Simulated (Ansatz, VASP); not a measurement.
**Two plane-wave programs on NaAl5O2**

Contents of INCAR:

```
PREC = Accurate
ENCUT = 520
EDIFF = 1E-6
ISMEAR = 0
SIGMA = 0.1
LREAL = Auto
LASPH = T
NELM = 150
ALGO = Normal
ISIF = 2
LWAVE = F
LCHARG = F
ISPIN = 2
MAGMOM = 0 0 0 0 0 0 0 0 0 0 0 0 1 1 1 1
LORBIT = 11
GGA = PE
NBANDS = 52
```

The input KPOINTS:

```
Automatic mesh
0
Gamma
  6 6 1
```

File POSCAR:

```
NaAl5O2
1.0
    2.8932774258      0.0000000000      0.0000000000
   -1.4466387129      2.5056517509      0.0000000000
    0.0000000000      0.0000000000     29.2818223223
Na Al O
2 10 4
Direct
    0.6666666667      0.3333333333      0.0914455812
    0.3333333333      0.6666666667      0.9085544188
    0.3333333333      0.6666666667      0.1850721868
    0.0000000000      0.0000000000      0.0000000000
    0.6666666667      0.3333333333      0.8149278132
    0.0000000000      0.0000000000      0.2621393761
    0.0000000000      0.0000000000      0.7378606239
    0.6666666667      0.3333333333      0.5798323455
    0.0000000000      0.0000000000      0.5000000000
    0.3333333333      0.6666666667      0.4201676545
    0.6666666667      0.3333333333      0.3413671943
    0.3333333333      0.6666666667      0.6586328057
    0.0000000000      0.0000000000      0.1490282192
    0.3333333333      0.6666666667      0.0345884575
    0.6666666667      0.3333333333      0.9654115425
    0.0000000000      0.0000000000      0.8509717808
```

Input for Ansatz:

```yaml
crystal:
  lattice:
    - [2.8932774258, 0.0, 0.0]
    - [-1.4466387129, 2.5056517509, 0.0]
    - [0.0, 0.0, 29.2818223223]
  atoms:
    - { symbol: Na, position: [0.6666666667, 0.3333333333, 0.0914455812] }
    - { symbol: Na, position: [0.3333333333, 0.6666666667, 0.9085544188] }
    - { symbol: Al, position: [0.3333333333, 0.6666666667, 0.1850721868] }
    - { symbol: Al, position: [0.0, 0.0, 0.0] }
    - { symbol: Al, position: [0.6666666667, 0.3333333333, 0.8149278132] }
    - { symbol: Al, position: [0.0, 0.0, 0.2621393761] }
    - { symbol: Al, position: [0.0, 0.0, 0.7378606239] }
    - { symbol: Al, position: [0.6666666667, 0.3333333333, 0.5798323455] }
    - { symbol: Al, position: [0.0, 0.0, 0.5] }
    - { symbol: Al, position: [0.3333333333, 0.6666666667, 0.4201676545] }
    - { symbol: Al, position: [0.6666666667, 0.3333333333, 0.3413671943] }
    - { symbol: Al, position: [0.3333333333, 0.6666666667, 0.6586328057] }
    - { symbol: O, position: [0.0, 0.0, 0.1490282192], spin: 1.0 }
    - { symbol: O, position: [0.3333333333, 0.6666666667, 0.0345884575], spin: 1.0 }
    - { symbol: O, position: [0.6666666667, 0.3333333333, 0.9654115425], spin: 1.0 }
    - { symbol: O, position: [0.0, 0.0, 0.8509717808], spin: 1.0 }
basis:
  ecutwfc: 420
kpoints:
  mp_grid: { grid: [6, 6, 1] }
hamiltonian:
  xc: pbe
scf:
  occupations: { method: gaussian, width: 0.1 }
  lower_state_search: "off"
output:
  forces: true
  stress: true
  eigenvalues: true
  populations: true
magnetization:
  spin_polarized: true
```

Alike in both runs: task single point; functional PBE; k mesh 6 × 6 × 1; occupations gaussian, width 0.1 eV; collinear spin.

|  | VASP | Ansatz |
| --- | --- | --- |
| version | VASP 6.6.1 | Ansatz 0.2.0 |
| potentials or method | VASP PAW PBE potentials, release 64 (Na_pv, Al, O), cutoff 520 eV | scalar-relativistic, plane waves, PAW |
| valence electrons in the cell | 68 | 72 |

|  | VASP | Ansatz | Ansatz less VASP |
| --- | --- | --- | --- |
| gap on the k mesh at the Fermi level (eV) | none | none | - |
| pressure (GPa) | 0.1 | 0.1 | +0.02 |
| traceless stress, the component that is largest in VASP (GPa) | -0.36 | -0.35 | +0.010 |
| rms of the force components (eV/Å) | 0.017 | 0.016 | -0.0003 |
| net moment per atom (μB) | 0.00 | 0.00 | 0.000 |

Atom by atom the forces differ by 0.002 eV/Å (rms over components). A gap of «none» marks a metal or a gap that the smearing closes. The functional is the same, so the differences come from potentials, cutoffs and numerics. VASP's potentials hold 68 valence electrons a cell and Ansatz's 72, so a difference there can come from the potentials and not from the codes. Ansatz's warnings: seeded moment not kept.

The k mesh is coarse, so the values compare programs but aren't converged.
